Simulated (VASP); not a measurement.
Runs of VASP 6.6.1 on BePd. The structure is that of space group Pm-3m (No. 221), or close to it. The cells are those of the table. 

```csv
task,cell,gap on the mesh (eV),pressure (GPa)
single point,"a = 2.794 Å, 2 atoms",none,-3.8
electric field gradients,"a = 2.756 Å, 2 atoms",none,4.8
single point,"a = 2.813, b = 2.813, c = 2.841 Å, 2 atoms",none,(a)
single point,"a = 2.813, b = 2.813, c = 2.869 Å, 2 atoms",none,(b)
single point,"a = 2.813 Å, angles 90.6°, 2 atoms",none,-7.3
```

Alike in all rows: level LDA; potentials or basis VASP PAW LDA potentials, release 64 (Be, Pd); no spin polarisation; k mesh 12 × 12 × 12; cutoff (eV) 520; smearing fermi-dirac 0.08 eV.

Q: Fill in the values left out.

A: (a) -9.0; (b) -10.6.

A k mesh can miss the band edges, and the runs leave out spin-orbit coupling on Pd.

A gap of «none» marks levels without a gap at the run's occupations.
